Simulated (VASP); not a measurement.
# Lu (P6_3/mmc) in VASP: further runs, part 2 of 2

VASP 6.6.1. Earlier steps stand in the parts before.

## (4) Single point, r2SCAN

This run uses another cell than the first one, of 24.66 Å³/atom.

Contents of POSCAR:

```
Lu
1.0
    3.3249981601      0.0000000000      0.0000000000
   -1.6624990801      2.8795328742      0.0000000000
    0.0000000000      0.0000000000      5.1517374806
Lu
2
Direct
    0.6666666667      0.3333333333      0.7500000000
    0.3333333333      0.6666666667      0.2500000000
```

Contents of INCAR.step1:

```
PREC     = Accurate       # precision mode
ENCUT    = 520            # plane-wave cutoff, eV
ISMEAR   = -1             # smearing method
SIGMA    = 0.05           # smearing width, eV
LREAL    = False          # projectors in reciprocal space
LASPH    = True           # aspherical terms in the spheres
NELM     = 100            # most SCF steps
NBANDS   = 32             # bands
GGA      = PE             # functional
ALGO     = Normal         # electronic algorithm
EDIFF    = 1E-4           # SCF threshold, eV
LWAVE    = True           # write WAVECAR
LCHARG   = False          # write CHGCAR
```

Contents of INCAR.step2:

```
PREC     = Accurate       # precision mode
ENCUT    = 520            # plane-wave cutoff, eV
EDIFF    = 1E-7           # SCF threshold, eV
ISMEAR   = -1             # smearing method
SIGMA    = 0.05           # smearing width, eV
LREAL    = False          # projectors in reciprocal space
LASPH    = True           # aspherical terms in the spheres
NELM     = 100            # most SCF steps
ALGO     = Normal         # electronic algorithm
ISIF     = 2              # what is computed and relaxed
LWAVE    = False          # write WAVECAR
LCHARG   = False          # write CHGCAR
METAGGA  = R2SCAN         # meta-GGA
LMIXTAU  = True         
NBANDS   = 32             # bands
ISTART   = 1
```

Contents of KPOINTS:

```
regular mesh
0
Gamma
  9 9 5
```

Launch:

```
> cat potpaw_PBE.64/Lu/POTCAR > POTCAR
> cp INCAR.step1 INCAR
> mpirun -np 1 vasp_std > vasp.out
> cp INCAR.step2 INCAR
> mpirun -np 1 vasp_std > vasp.out
```

Run time: 3.9 min. Hardware: 1 thread of Intel Xeon Platinum 8559C (Emerald Rapids), shared host; peak memory 0.21 GiB.

The run converged. Its results:

* Free energy: -75.8476 eV
* Pressure: 10.5 GPa
* Band gap on the k mesh: zero (bands 25 and 26 overlap by 1.99 eV)

Stress tensor (GPa, compression positive):
```
10.50  0.00  0.00
 0.00 10.50  0.00
 0.00  0.00 10.64
```

Levels at points of the mesh, in eV from the Fermi level:
```tsv
k point	band 21	band 22	band 23	band 24	band 25	band 26	band 27	band 28	band 29	band 30
(0.00, 0.00, 0.00)	-4.77	-4.73	-4.73	-2.72	1.27	2.54	2.54	3.21	3.54	3.54
```

Caveat: the cell stands under pressure; the PAW data sets were made with another functional, which shifts forces and pressure a little; spin-orbit coupling is left out, which moves the levels of the heavy elements.

## (5) Single point, r2SCAN

This run uses another cell than the first one, of 26.50 Å³/atom.

Contents of POSCAR:

```
Lu
1.0
    3.4044286371      0.0000000000      0.0000000000
   -1.7022143186      2.9483216851      0.0000000000
    0.0000000000      0.0000000000      5.2807853975
Lu
2
Direct
    0.6666666667      0.3333333333      0.7500000000
    0.3333333333      0.6666666667      0.2500000000
```

Contents of INCAR.step1:

```
SYSTEM = Lu
PREC = Accurate ; ENCUT = 520
ISMEAR = -1 ; SIGMA = 0.05
LREAL = .False. ; LASPH = .True.
NELM = 100 ; NBANDS = 32
GGA = PE ; ALGO = Normal
EDIFF = 1E-4 ; LWAVE = .True.
LCHARG = .False.
```

Contents of INCAR.step2:

```
SYSTEM = Lu
PREC = Accurate ; ENCUT = 520
EDIFF = 1E-6 ; ISMEAR = -1
SIGMA = 0.05 ; LREAL = .False.
LASPH = .True. ; NELM = 100
ALGO = Normal ; ISIF = 2
LWAVE = .False. ; LCHARG = .False.
METAGGA = R2SCAN ; LMIXTAU = .True.
NBANDS = 32 ; ISTART = 1
```

Contents of KPOINTS:

```
regular mesh
0
Gamma
  9 9 5
  0 0 0
```

Potentials or basis: VASP PAW PBE potentials, release 64 (Lu).

Launch:

```
> cat potpaw_PBE.64/Lu/POTCAR > POTCAR
> cp INCAR.step1 INCAR
> mpirun -np 1 vasp_std > vasp.out
> cp INCAR.step2 INCAR
> mpirun -np 1 vasp_std > vasp.out
```

OUTCAR:

```text
SYSTEM = Lu
   PREC = Accurate
   ENCUT = 520
   EDIFF = 1E-6
   ISMEAR = -1
   LREAL = .False.
   LASPH = .True.
   NELM = 100
   ISIF = 2
   METAGGA = R2SCAN
   ISTART = 1

 ion  position               nearest neighbor table
   1  0.667  0.333  0.750-   2 3.29   2 3.29   2 3.29   2 3.29   2 3.29   2 3.29
   2  0.333  0.667  0.250-   1 3.29   1 3.29   1 3.29   1 3.29   1 3.29   1 3.29

  LATTYP: Found a hexagonal cell.
 ALAT       =     3.4044286371
 C/A-ratio  =     1.5511517380

  Lattice vectors:

 A1 = (   3.4044286371,   0.0000000000,   0.0000000000)
 A2 = (  -1.7022143186,   2.9483216851,   0.0000000000)
 A3 = (   0.0000000000,   0.0000000000,   5.2807853975)

Analysis of symmetry for initial positions (statically):
=====================================================================
 Subroutine PRICEL returns:
 Original cell was already a primitive cell.

 Routine SETGRP: Setting up the symmetry group for a
 hexagonal supercell.

[... 162 lines left out ...]
  ext. energy  EPLUGINS =         0.00000000
  ---------------------------------------------------
  free energy    TOTEN  =       -76.03464062 eV

  energy without entropy =      -76.00803059  energy(sigma->0) =      -76.02133560

 E-fermi :   2.5453     XC(G=0): -12.1112

 val. band max:        2.5326327648   @ k =   0.3333   0.0000   0.4000
 cond. band min:       2.5716448441   @ k =   0.2222   0.0000   0.0000
 fundamental gap:      0.0390120793
 Fermi energy:         2.5453154172

 k-point     1 :       0.0000    0.0000    0.0000
  band No.  band energies     occupation
      1     -55.1323      2.00000
      2     -55.0715      2.00000
      3     -25.5740      2.00000
      4     -24.9528      2.00000
      5     -24.9528      2.00000
      6     -24.8353      2.00000
[... 829 lines left out ...]
     31       8.9405      0.00000
     32       8.9405      0.00000

 [... further k-points ...]

------------------------ aborting loop because EDIFF is reached ----------------------------------------

  FORCE on cell =-STRESS in cart. coord.  units (eV):
  Direction    XX          YY          ZZ          XY          YZ          ZX
  --------------------------------------------------------------------------------------
  -------------------------------------------------------------------------------------
  Total        1.7916614      1.7916614      1.7681937     -0.0000000      0.0000000      0.0000000
  in kB       54.1562897     54.1562897     53.4469341     -0.0000000      0.0000000      0.0000000
  external PRESSURE =      53.9198378 kB  Pullay stress =       0.0000000 kB

 VOLUME and BASIS-vectors are now :
 -----------------------------------------------------------------------------
  energy-cutoff  :      520.00
  volume of cell :       53.01
      direct lattice vectors                 reciprocal lattice vectors
     3.404428637  0.000000000  0.000000000     0.293735045  0.169588007  0.000000000
    -1.702214319  2.948321685  0.000000000     0.000000000  0.339176015  0.000000000
     0.000000000  0.000000000  5.280785397     0.000000000  0.000000000  0.189365771

 POSITION                                       TOTAL-FORCE (eV/Angst)
 -----------------------------------------------------------------------------------
      1.70221      0.98277      3.96059        -0.000000     -0.000000      0.000000
     -0.00000      1.96555      1.32020         0.000000      0.000000      0.000000
 -----------------------------------------------------------------------------------
    total drift:                                0.000000     -0.000000      0.000000

  FREE ENERGIE OF THE ION-ELECTRON SYSTEM (eV)
  ---------------------------------------------------
  free  energy   TOTEN  =       -76.0346406176 eV

  energy  without entropy=      -76.0080305917  energy(sigma->0) =      -76.02133560
```

OSZICAR.step1:

```text
N       E                     dE             d eps       ncg     rms          rms(c)
DAV:   1     0.225601289490E+03    0.22560E+03   -0.19120E+04  3344   0.509E+03
DAV:   2     0.197093509496E+02   -0.20589E+03   -0.19820E+03  2520   0.530E+02
DAV:   3    -0.666446284816E+01   -0.26374E+02   -0.25937E+02  3336   0.116E+02
DAV:   4    -0.909977709311E+01   -0.24353E+01   -0.24253E+01  3528   0.249E+01
DAV:   5    -0.916576105545E+01   -0.65984E-01   -0.65965E-01  3592   0.441E+00    0.484E+00
DAV:   6    -0.900234561335E+01    0.16342E+00   -0.52241E-01  3768   0.101E+01    0.216E+00
DAV:   7    -0.897064627857E+01    0.31699E-01   -0.91442E-02  3216   0.187E+00    0.505E-01
DAV:   8    -0.896795151893E+01    0.26948E-02   -0.18660E-02  3872   0.911E-01    0.184E-01
DAV:   9    -0.896845111166E+01   -0.49959E-03   -0.27654E-03  2752   0.390E-01    0.260E-01
DAV:  10    -0.896835442883E+01    0.96683E-04   -0.64362E-04  2848   0.240E-01
   1 F= -.89683544E+01 E0= -.89546682E+01  d E =-.273724E-01
```

It took 4.7 min on 1 thread of Intel Xeon Platinum 8559C (Emerald Rapids), shared host; peak memory 0.21 GiB.

What came out:

```
Free energy            : -76.0346 eV
Pressure               : 5.4 GPa
Band gap on the k mesh : zero (bands 25 and 26 overlap by 1.80 eV)
```

Caveat: the cell stands under pressure; the PAW data sets were made with another functional, which shifts forces and pressure a little; spin-orbit coupling is left out, which moves the levels of the heavy elements.

## (6) Overview

| cell | gap on the mesh (eV) | pressure (GPa) |
| --- | --- | --- |
| a = 3.091, b = 3.091, c = 4.859 Å, angles 90.0, 90.0, 120.0°, 2 atoms | none | 31.0 |
| a = 3.188, b = 3.188, c = 4.987 Å, angles 90.0, 90.0, 120.0°, 2 atoms | none | 20.8 |
| a = 3.325, b = 3.325, c = 5.152 Å, angles 90.0, 90.0, 120.0°, 2 atoms | none | 10.5 |
| a = 3.404, b = 3.404, c = 5.281 Å, angles 90.0, 90.0, 120.0°, 2 atoms | none | 5.4 |

Alike in all rows: task single point; level r2SCAN; potentials or basis VASP PAW PBE potentials, release 64 (Lu); no spin polarisation; k mesh 9 × 9 × 5; cutoff (eV) 520; smearing fermi-dirac 0.05 eV.

Caveats: the cell stands under pressure; the PAW data sets were made with another functional, which shifts forces and pressure a little; spin-orbit coupling is left out, which moves the levels of the heavy elements.

Absolute energies hang on the potentials; compare differences alone.
